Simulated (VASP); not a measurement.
# K2S (Fm-3m) in VASP: settings compared

Aim: see how the results for K2S move with the level of theory and the settings. Levels: PBE, HSE06, PBE0. Tasks: single point.

All numbers are computed with VASP 6.6.1; they aren't measurements. Logs are shortened: lines on timing, memory, paths and dates and some standing lists are left out, and cuts for length are marked.

### Step 1. The cell of the first run

The structure is cubic, space group Fm-3m (No. 225). The conventional cell has a = 7.406 Å, b = 7.406 Å, c = 7.406 Å, α = 90.00°, β = 90.00°, γ = 90.00°. Within 4.2 Å of S (site symmetry m-3m) lie 8 K at 3.21 Å. K (site symmetry -43m) has 4 S at 3.21 Å and 6 K at 3.70 Å within 4.2 Å.

### Step 2. Single point, PBE

Contents of INCAR:

```
SYSTEM = K2S
ALGO = Normal
EDIFF = 1E-6
ENCUT = 500
GGA = PE
GGA_COMPAT = .False.
ISIF = 2
ISMEAR = 0
LASPH = .True.
LCHARG = .False.
LREAL = .False.
LWAVE = .False.
NBANDS = 19
NELM = 120
PREC = Accurate
SIGMA = 0.01
```

Contents of KPOINTS:

```
k-points
0
Gamma
  6 6 6
  0 0 0
```

Contents of POSCAR:

```
K2S
1.0
    0.0000000000      3.7027568578      3.7027568578
    3.7027568578      0.0000000000      3.7027568578
    3.7027568578      3.7027568578      0.0000000000
S K
1 2
Direct
    0.0000000000      0.0000000000      0.0000000000
    0.2500000000      0.2500000000      0.2500000000
    0.7500000000      0.7500000000      0.7500000000
```

Potentials or basis: VASP PAW PBE potentials, release 64 (S, K_sv).

Command:

```console
cat potpaw_PBE.64/S/POTCAR potpaw_PBE.64/K_sv/POTCAR > POTCAR
mpirun -np 1 vasp_std > vasp.out
```

OUTCAR:

```text
SYSTEM = K2S
   EDIFF = 1E-6
   ENCUT = 500
   GGA = PE
   ISIF = 2
   ISMEAR = 0
   LASPH = .True.
   LREAL = .False.
   NELM = 120
   PREC = Accurate

 ion  position               nearest neighbor table
   1  0.000  0.000  0.000-   3 3.21   3 3.21   3 3.21   2 3.21   2 3.21   2 3.21   3 3.21   2 3.21

   2  0.250  0.250  0.250-   1 3.21   1 3.21   1 3.21   1 3.21   3 3.70   3 3.70   3 3.70   3 3.70
                             3 3.70   3 3.70
   3  0.750  0.750  0.750-   1 3.21   1 3.21   1 3.21   1 3.21   2 3.70   2 3.70   2 3.70   2 3.70
                             2 3.70   2 3.70

  LATTYP: Found a face centered cubic cell.
 ALAT       =     7.4055137156

  Lattice vectors:

 A1 = (   0.0000000000,   3.7027568578,   3.7027568578)
 A2 = (   3.7027568578,   0.0000000000,   3.7027568578)
 A3 = (   3.7027568578,   3.7027568578,   0.0000000000)

Analysis of symmetry for initial positions (statically):
=====================================================================
 Subroutine PRICEL returns:
 Original cell was already a primitive cell.

 Routine SETGRP: Setting up the symmetry group for a
 face centered cubic supercell.

 Subroutine GETGRP returns: Found 48 space group operations
 (whereof 48 operations were pure point group operations)
 out of a pool of 48 trial point group operations.

The static configuration has the point symmetry O_h .

Analysis of symmetry for dynamics (positions and initial velocities):
=====================================================================
 Subroutine PRICEL returns:
 Original cell was already a primitive cell.

 Routine SETGRP: Setting up the symmetry group for a
 face centered cubic supercell.

 Subroutine GETGRP returns: Found 48 space group operations
 (whereof 48 operations were pure point group operations)
 out of a pool of 48 trial point group operations.

The dynamic configuration has the point symmetry O_h .

 Subroutine INISYM returns: Found 48 space group operations
 (whereof 48 operations are pure point group operations),
 and found     1 'primitive' translations

----------------------------------------------------------------------------------------

                                     Primitive cell

  volume of cell :     101.5326

  direct lattice vectors                    reciprocal lattice vectors
     0.000000000  3.702756858  3.702756858    -0.135034521  0.135034521  0.135034521
     3.702756858  0.000000000  3.702756858     0.135034521 -0.135034521  0.135034521
     3.702756858  3.702756858  0.000000000     0.135034521  0.135034521 -0.135034521

  length of vectors
     5.236488966  5.236488966  5.236488966     0.233886652  0.233886652  0.233886652

  position of ions in fractional coordinates (direct lattice)
     0.000000000  0.000000000  0.000000000
     0.250000000  0.250000000  0.250000000
     0.750000000  0.750000000  0.750000000

  ion indices of the primitive-cell ions
   primitive index   ion index
                 1           1
                 2           2
                 3           3

----------------------------------------------------------------------------------------

 KPOINTS: k-points

Automatic generation of k-mesh.
 Grid dimensions read from file:
 generate k-points for:    6    6    6

 Generating k-lattice:

  Cartesian coordinates                     Fractional coordinates (reciprocal lattice)
    -0.022505754  0.022505754  0.022505754     0.166666667  0.000000000  0.000000000
     0.022505754 -0.022505754  0.022505754     0.000000000  0.166666667  0.000000000
     0.022505754  0.022505754 -0.022505754     0.000000000  0.000000000  0.166666667

  Length of vectors
     0.038981109  0.038981109  0.038981109

  Shift w.r.t. Gamma in fractional coordinates (k-lattice)
     0.000000000  0.000000000  0.000000000

 Subroutine IBZKPT returns following result:
 ===========================================

 Found     16 irreducible k-points:

 Following reciprocal coordinates:
            Coordinates               Weight
  0.000000  0.000000  0.000000      1.000000
  0.166667  0.000000  0.000000      8.000000
  0.333333  0.000000  0.000000      8.000000
  0.500000  0.000000  0.000000      4.000000
  0.166667  0.166667  0.000000      6.000000
  0.333333  0.166667  0.000000     24.000000
[... 8 lines left out ...]
 -0.333333  0.333333  0.166667     24.000000
 -0.333333  0.500000  0.166667     12.000000
   k-points           NKPTS =     16   k-points in BZ     NKDIM =     16   number of bands    NBANDS=     19
   number of dos      NEDOS =    301   number of ions     NIONS =      3
   total plane-waves  NPLWV =  64000
   dimension x,y,z NGX =    40 NGY =   40 NGZ =   40
   dimension x,y,z NGXF=    80 NGYF=   80 NGZF=   80
   ions per type =               1   2
   NGX,Y,Z   is equivalent  to a cutoff of  12.70, 12.70, 12.70 a.u.
   NGXF,Y,Z  is equivalent  to a cutoff of  25.40, 25.40, 25.40 a.u.
 SYSTEM =  K2S
   PREC   = accura    normal or accurate (medium, high low for compatibility)
   ISTART =      0    job   : 0-new  1-cont  2-samecut
   ICHARG =      2    charge: 1-file 2-atom 10-const
   ISPIN  =      1    spin polarized calculation?
   LNONCOLLINEAR =      F non collinear calculations
   LSORBIT =      F    spin-orbit coupling
   LASPH  =      T    aspherical Exc in radial PAW
   ENCUT  =  500.0 eV  36.75 Ry    6.06 a.u.   9.55  9.55  9.55*2*pi/ulx,y,z
   NELM   =    120;   NELMIN=  2; NELMDL= -5     # of ELM steps
   EDIFF  = 0.1E-05   stopping-criterion for ELM
   LREAL  =      F    real-space projection
[... 7 lines left out ...]
   TEBEG  =    0.0;   TEEND  =   0.0 temperature during run
   PSTRESS=    0.0 pullay stress
   NELECT =      24.0000    total number of electrons
   NUPDOWN=      -1.0000    fix difference up-down
   EMIN   =  10.00;   EMAX   =-10.00  energy-range for DOS
   EFERMI =   0.00;   METHOD = LEGACY
   ISMEAR =     0;   SIGMA  =   0.01  broadening in eV -4-tet -1-fermi 0-gaus
   EFERMI_NEDOS =   21; number of points for ismear=-14 and -15
   IALGO  =     38    algorithm
   IMIX   =      4    mixing-type and parameters
     AMIX     =   0.40;   BMIX     =  1.00
     AMIX_MAG =   1.60;   BMIX_MAG =  1.00
  volume/ion in A,a.u.               =      33.84       228.39
  Fermi-wavevector in a.u.,A,eV,Ry     =   1.012224  1.912826 13.940500  1.024598
  Thomas-Fermi vector in A             =   2.145321
   LORBIT       =      0    0 simple, 1 ext, 2 COOP (PROOUT), +10 PAW based schemes
   GGA     = PE    functional components
   LHFCALC =     F    Hartree Fock is set to
   AEXX    =    0.0000 exact exchange contribution
   IVDW    =     0    specifies the selected vdW correction
   LEPSILON=     F    determine dielectric tensor
   LRPA    =     F    only Hartree local field effects (RPA)
 non-spin polarized calculation
 Gauss-broadening in eV      SIGMA  =   0.01
  energy-cutoff  :      500.00
  volume of cell :      101.53
 maximum number of plane-waves:      2637
 NGX is ok and might be reduce to    40
   NGX = 19   NGY = 19   NGZ = 19

 number of electron      23.9999996 magnetization

 Free energy of the ion-electron system (eV)
  ---------------------------------------------------
  ext. energy  EPLUGINS =         0.00000000
  ---------------------------------------------------
  free energy    TOTEN  =        -9.41661440 eV

  energy without entropy =       -9.41661440  energy(sigma->0) =       -9.41661440

 E-fermi :  -0.2372     XC(G=0):  -7.3364

 val. band max:       -0.3479850609   @ k =   0.5000   0.5000   0.0000
 cond. band min:       2.0309415454   @ k =   0.0000   0.0000   0.0000
 fundamental gap:      2.3789266063
 Fermi energy:        -0.2372262144

 k-point     1 :       0.0000    0.0000    0.0000
  band No.  band energies     occupation
      1     -29.5687      2.00000
      2     -29.4865      2.00000
      3     -13.1625      2.00000
      4     -13.1625      2.00000
      5     -13.1625      2.00000
      6     -12.9252      2.00000
[... 11 lines left out ...]
     18       7.1233      0.00000
     19       8.0558      0.00000

 k-point     2 :       0.1667    0.0000    0.0000
  band No.  band energies     occupation
      1     -29.5629      2.00000
      2     -29.4918      2.00000
      3     -13.1565      2.00000
      4     -13.1486      2.00000
      5     -13.1486      2.00000
      6     -12.9675      2.00000
[... 11 lines left out ...]
     18       7.2701      0.00000
     19       7.5719      0.00000

 k-point     3 :       0.3333    0.0000    0.0000
  band No.  band energies     occupation
      1     -29.5474      2.00000
      2     -29.5063      2.00000
      3     -13.1492      2.00000
      4     -13.1093      2.00000
      5     -13.1093      2.00000
      6     -13.0427      2.00000
[... 11 lines left out ...]
     18       7.3166      0.00000
     19       7.3166      0.00000

 k-point     4 :       0.5000    0.0000    0.0000
  band No.  band energies     occupation
      1     -29.5267      2.00000
      2     -29.5266      2.00000
      3     -13.1525      2.00000
      4     -13.0713      2.00000
      5     -13.0567      2.00000
      6     -13.0567      2.00000
[... 11 lines left out ...]
     18       7.2542      0.00000
     19       7.3977      0.00000

 k-point     5 :       0.1667    0.1667    0.0000
  band No.  band energies     occupation
      1     -29.5615      2.00000
      2     -29.4930      2.00000
      3     -13.1780      2.00000
      4     -13.1780      2.00000
      5     -13.0881      2.00000
      6     -13.0432      2.00000
[... 11 lines left out ...]
     18       7.0756      0.00000
     19       7.0756      0.00000
[... 158 lines left out ...]
      2     -29.5125      2.00000
      3     -13.3648      2.00000
      4     -13.2237      2.00000
      5     -13.2237      2.00000
      6     -12.8884      2.00000
[... 11 lines left out ...]
     18       7.2482      0.00000
     19       7.4111      0.00000

 k-point    14 :       0.5000    0.3333    0.1667
  band No.  band energies     occupation
      1     -29.5401      2.00000
      2     -29.5128      2.00000
      3     -13.2695      2.00000
      4     -13.2052      2.00000
      5     -13.1293      2.00000
      6     -12.9892      2.00000
[... 11 lines left out ...]
     18       7.2553      0.00000
     19       7.6408      0.00000

 k-point    15 :      -0.3333    0.3333    0.1667
  band No.  band energies     occupation
      1     -29.5263      2.00000
      2     -29.5263      2.00000
      3     -13.3071      2.00000
      4     -13.2243      2.00000
      5     -13.0626      2.00000
      6     -13.0601      2.00000
[... 11 lines left out ...]
     18       6.9563      0.00000
     19       7.6591      0.00000

 k-point    16 :      -0.3333    0.5000    0.1667
  band No.  band energies     occupation
      1     -29.5330      2.00000
      2     -29.5194      2.00000
      3     -13.3471      2.00000
      4     -13.2427      2.00000
      5     -13.1425      2.00000
      6     -12.9749      2.00000
[... 11 lines left out ...]
     18       7.1823      0.00000
     19       7.4690      0.00000

------------------------ aborting loop because EDIFF is reached ----------------------------------------

  FORCE on cell =-STRESS in cart. coord.  units (eV):
  Direction    XX          YY          ZZ          XY          YZ          ZX
  --------------------------------------------------------------------------------------
  -------------------------------------------------------------------------------------
  Total        0.2997103      0.2997103      0.2997103      0.0000000      0.0000000      0.0000000
  in kB        4.7294063      4.7294063      4.7294063      0.0000000      0.0000000      0.0000000
  external PRESSURE =       4.7294063 kB  Pullay stress =       0.0000000 kB

 VOLUME and BASIS-vectors are now :
 -----------------------------------------------------------------------------
  energy-cutoff  :      500.00
  volume of cell :      101.53
      direct lattice vectors                 reciprocal lattice vectors
     0.000000000  3.702756858  3.702756858    -0.135034521  0.135034521  0.135034521
     3.702756858  0.000000000  3.702756858     0.135034521 -0.135034521  0.135034521
     3.702756858  3.702756858  0.000000000     0.135034521  0.135034521 -0.135034521

 POSITION                                       TOTAL-FORCE (eV/Angst)
 -----------------------------------------------------------------------------------
      0.00000      0.00000      0.00000         0.000000     -0.000000      0.000000
      1.85138      1.85138      1.85138        -0.000000     -0.000000     -0.000000
      5.55414      5.55414      5.55414         0.000000      0.000000      0.000000
 -----------------------------------------------------------------------------------
    total drift:                               -0.000000     -0.000000      0.000000

  FREE ENERGIE OF THE ION-ELECTRON SYSTEM (eV)
  ---------------------------------------------------
  free  energy   TOTEN  =        -9.4166144031 eV

  energy  without entropy=       -9.4166144031  energy(sigma->0) =       -9.41661440
```

It took 27 s on 1 thread of Intel Xeon Platinum 8375C at 2.90GHz (Ice Lake), shared host; peak memory 0.24 GiB.

Results:

```yaml
Free_energy: -9.4166 eV
Pressure: 0.5 GPa
Band_gap_on_the_k_mesh: 2.38 eV (least direct gap 2.57 eV)
```

(Continued in part 2 of 2.)
